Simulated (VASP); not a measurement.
# Co (P6_3/mmc) in VASP: further runs

The runs below take Co through single point, with PBE.

Everything below comes from runs of VASP 6.6.1. Logs are shortened: lines on timing, memory, paths and dates and some standing lists are left out, and cuts for length are marked.

### Step 1. The cell of the first run

Symmetry: P6_3/mmc, No. 194, hexagonal system. The conventional cell has a = 2.268 Å, b = 2.268 Å, c = 3.681 Å, α = 90.00°, β = 90.00°, γ = 120.00°. Within 3.0 Å of Co (site symmetry -6m2) lie 12 Co at 2.26 to 2.27 Å.

### Step 2. Single point, PBE (volume scaled by 0.74)

Contents of INCAR:

```
PREC = Accurate
ENCUT = 520
EDIFF = 1E-6
ISMEAR = -1
SIGMA = 0.08
LREAL = False
LASPH = True
NELM = 100
ALGO = Normal
ISIF = 2
LWAVE = False
LCHARG = False
GGA = PE
NBANDS = 16
```

Contents of KPOINTS:

```
Automatic mesh
0
Gamma
  15 15 8
```

Contents of POSCAR:

```
Co
1.0
    2.2679537550      0.0000000000      0.0000000000
   -1.1339768775      1.9641055664      0.0000000000
    0.0000000000      0.0000000000      3.6812415201
Co
2
Direct
    0.3333333333      0.6666666667      0.2500000000
    0.6666666667      0.3333333333      0.7500000000
```

Potentials or basis: VASP PAW PBE potentials, release 64 (Co).

Started as:

```sh
$ cat potpaw_PBE.64/Co/POTCAR > POTCAR
$ mpirun -np 1 vasp_std > vasp.out
```

OUTCAR:

```text
PREC = Accurate
   ENCUT = 520
   EDIFF = 1E-6
   ISMEAR = -1
   LREAL = False
   LASPH = True
   NELM = 100
   ISIF = 2
   GGA = PE

 ion  position               nearest neighbor table
   1  0.333  0.667  0.250-   2 2.26   2 2.26   2 2.26   2 2.26   2 2.26   2 2.26
   2  0.667  0.333  0.750-   1 2.26   1 2.26   1 2.26   1 2.26   1 2.26   1 2.26

  LATTYP: Found a hexagonal cell.
 ALAT       =     2.2679537550
 C/A-ratio  =     1.6231554598

  Lattice vectors:

 A1 = (   2.2679537550,   0.0000000000,   0.0000000000)
 A2 = (  -1.1339768775,   1.9641055664,   0.0000000000)
 A3 = (   0.0000000000,   0.0000000000,   3.6812415201)

Analysis of symmetry for initial positions (statically):
=====================================================================
 Subroutine PRICEL returns:
 Original cell was already a primitive cell.

 Routine SETGRP: Setting up the symmetry group for a
 hexagonal supercell.

 Subroutine GETGRP returns: Found 24 space group operations
 (whereof 12 operations were pure point group operations)
 out of a pool of 24 trial point group operations.

The static configuration has the point symmetry D_3d.
 The point group associated with its full space group is D_6h.

Analysis of symmetry for dynamics (positions and initial velocities):
=====================================================================
 Subroutine PRICEL returns:
 Original cell was already a primitive cell.

 Routine SETGRP: Setting up the symmetry group for a
 hexagonal supercell.

 Subroutine GETGRP returns: Found 24 space group operations
 (whereof 12 operations were pure point group operations)
 out of a pool of 24 trial point group operations.

The dynamic configuration has the point symmetry D_3d.
 The point group associated with its full space group is D_6h.

 Subroutine INISYM returns: Found 24 space group operations
 (whereof 12 operations are pure point group operations),
 and found     1 'primitive' translations

----------------------------------------------------------------------------------------

                                     Primitive cell

  volume of cell :      16.3981

  direct lattice vectors                    reciprocal lattice vectors
     2.267953755  0.000000000  0.000000000     0.440926098  0.254568801  0.000000000
[... 77 lines left out ...]
   PREC   = accura    normal or accurate (medium, high low for compatibility)
   ISTART =      0    job   : 0-new  1-cont  2-samecut
   ICHARG =      2    charge: 1-file 2-atom 10-const
   ISPIN  =      1    spin polarized calculation?
   LNONCOLLINEAR =      F non collinear calculations
   LSORBIT =      F    spin-orbit coupling
   LASPH  =      T    aspherical Exc in radial PAW
   ENCUT  =  520.0 eV  38.22 Ry    6.18 a.u.   4.22  4.22  6.84*2*pi/ulx,y,z
   NELM   =    100;   NELMIN=  2; NELMDL= -5     # of ELM steps
   EDIFF  = 0.1E-05   stopping-criterion for ELM
   LREAL  =      F    real-space projection
   EDIFFG = 0.1E-04   stopping-criterion for IOM
   NSW    =      0    number of steps for IOM
   IBRION =     -1    ionic relax: 0-MD 1-quasi-New 2-CG
   NFREE  =      0    steps in history (QN), initial steepest desc. (CG)
   ISIF   =      2    stress and relaxation
   ISYM   =      2    0-nonsym 1-usesym 2-fastsym
   POTIM  = 0.5000    time-step for ionic-motion
   TEBEG  =    0.0;   TEEND  =   0.0 temperature during run
   PSTRESS=    0.0 pullay stress
   NELECT =      18.0000    total number of electrons
   NUPDOWN=      -1.0000    fix difference up-down
   EMIN   =  10.00;   EMAX   =-10.00  energy-range for DOS
   EFERMI =   0.00;   METHOD = LEGACY
   ISMEAR =    -1;   SIGMA  =   0.08  broadening in eV -4-tet -1-fermi 0-gaus
   EFERMI_NEDOS =   21; number of points for ismear=-14 and -15
   IALGO  =     38    algorithm
   IMIX   =      4    mixing-type and parameters
     AMIX     =   0.40;   BMIX     =  1.00
     AMIX_MAG =   1.60;   BMIX_MAG =  1.00
  volume/ion in A,a.u.               =       8.20        55.33
  Fermi-wavevector in a.u.,A,eV,Ry     =   1.688760  3.191293 38.802588  2.851910
  Thomas-Fermi vector in A             =   2.771008
   LORBIT       =      0    0 simple, 1 ext, 2 COOP (PROOUT), +10 PAW based schemes
   GGA     = PE    functional components
   LHFCALC =     F    Hartree Fock is set to
   AEXX    =    0.0000 exact exchange contribution
   IVDW    =     0    specifies the selected vdW correction
   LEPSILON=     F    determine dielectric tensor
   LRPA    =     F    only Hartree local field effects (RPA)
 non-spin polarized calculation
  energy-cutoff  :      520.00
  volume of cell :       16.40
 maximum number of plane-waves:       458
 NGX is ok and might be reduce to    18
   NGX =  9   NGY =  9   NGZ = 13

 number of electron      18.0000001 magnetization

 Free energy of the ion-electron system (eV)
  ---------------------------------------------------
  ext. energy  EPLUGINS =         0.00000000
  ---------------------------------------------------
  free energy    TOTEN  =       -12.65250728 eV

  energy without entropy =      -12.56971240  energy(sigma->0) =      -12.61110984

 E-fermi :  15.0459     XC(G=0): -15.1599

 val. band max:       15.0424878170   @ k =   0.2667   0.2000   0.3750
 cond. band min:      15.0497850884   @ k =   0.4000   0.2000   0.2500
 fundamental gap:      0.0072972714
 Fermi energy:        15.0459103954

 k-point     1 :       0.0000    0.0000    0.0000
  band No.  band energies     occupation
      1       4.2407      2.00000
      2       8.5119      2.00000
      3      12.2922      2.00000
      4      12.3621      2.00000
      5      12.3621      2.00000
      6      12.8788      2.00000
[... 433 lines left out ...]
      3       9.8507      2.00000
      4      11.1583      2.00000
      5      11.8628      2.00000
      6      12.1862      2.00000
[... 8 lines left out ...]
     15      29.4190      0.00000
     16      31.2495      0.00000

 [... further k-points ...]
[... 5 lines left out ...]
  --------------------------------------------------------------------------------------
  -------------------------------------------------------------------------------------
  Total       10.1916389     10.1916389      9.9153847      0.0000000      0.0000000      0.0000000
  in kB      995.7751334    995.7751334    968.7836878      0.0000000      0.0000000      0.0000000
  external PRESSURE =     986.7779849 kB  Pullay stress =       0.0000000 kB

 VOLUME and BASIS-vectors are now :
 -----------------------------------------------------------------------------
  energy-cutoff  :      520.00
  volume of cell :       16.40
      direct lattice vectors                 reciprocal lattice vectors
     2.267953755  0.000000000  0.000000000     0.440926098  0.254568801  0.000000000
    -1.133976878  1.964105566  0.000000000     0.000000000  0.509137603  0.000000000
     0.000000000  0.000000000  3.681241520     0.000000000  0.000000000  0.271647485

 POSITION                                       TOTAL-FORCE (eV/Angst)
 -----------------------------------------------------------------------------------
     -0.00000      1.30940      0.92031         0.000000     -0.000000      0.000000
      1.13398      0.65470      2.76093        -0.000000      0.000000      0.000000
 -----------------------------------------------------------------------------------
    total drift:                                0.000000      0.000000     -0.000000

  FREE ENERGIE OF THE ION-ELECTRON SYSTEM (eV)
  ---------------------------------------------------
  free  energy   TOTEN  =       -12.6525072831 eV

  energy  without entropy=      -12.5697124020  energy(sigma->0) =      -12.61110984
```

OSZICAR:

```text
N       E                     dE             d eps       ncg     rms          rms(c)
DAV:   1     0.740812356302E+02    0.74081E+02   -0.84040E+03  4608   0.164E+03
DAV:   2    -0.124438387487E+02   -0.86525E+02   -0.78854E+02  4336   0.246E+02
DAV:   3    -0.147467947356E+02   -0.23030E+01   -0.22607E+01  5352   0.535E+01
DAV:   4    -0.147847492110E+02   -0.37954E-01   -0.37945E-01  6008   0.536E+00
DAV:   5    -0.147851439816E+02   -0.39477E-03   -0.39476E-03  5408   0.488E-01    0.201E+01
DAV:   6    -0.128439036606E+02    0.19412E+01   -0.60509E+00  5000   0.561E+01    0.451E+00
DAV:   7    -0.127032080646E+02    0.14070E+00   -0.46359E-01  5464   0.138E+01    0.347E+00
DAV:   8    -0.126541488705E+02    0.49059E-01   -0.12515E-02  7288   0.216E+00    0.555E-01
DAV:   9    -0.126525536845E+02    0.15952E-02   -0.97363E-04  4632   0.383E-01    0.147E-01
DAV:  10    -0.126525302876E+02    0.23397E-04   -0.27315E-05  5576   0.516E-02    0.545E-02
DAV:  11    -0.126525074338E+02    0.22854E-04   -0.21514E-06  4272   0.238E-02    0.337E-03
DAV:  12    -0.126525072831E+02    0.15067E-06   -0.12503E-07  2592   0.697E-03
   1 F= -.12652507E+02 E0= -.12611110E+02  d E =-.827949E-01
```

stdout:

```text
POSCAR found type information on POSCAR Co
 POSCAR found :  1 types and       2 ions
 scaLAPACK will be used
 LDA part: xc-table for (Slater+PW92), standard interpolation
 POSCAR, INCAR and KPOINTS ok, starting setup
 FFT: planning ... GRIDC
 FFT: planning ... GRID_SOFT
 FFT: planning ... GRID
 WAVECAR not read
 entering main loop
```

Wall time 28 s (1 thread of Intel Xeon 6975P-C, shared host); peak memory 0.15 GiB.

What came out:

```
Free energy            : -12.6525 eV
Pressure               : 98.7 GPa
Band gap on the k mesh : zero (band 9 reaches 15.55 eV, above the bottom of band 10 at 13.38 eV)
```

Stress tensor (GPa, compression positive):
```
99.58  0.00  0.00
 0.00 99.58  0.00
 0.00  0.00 96.88
```

Caveat: the run has no spin polarisation, though such a crystal can be magnetic. Spin polarisation is off, so any magnetic state and its effect on volume and gap are missing.

(Part 1 of 2 ends here.)
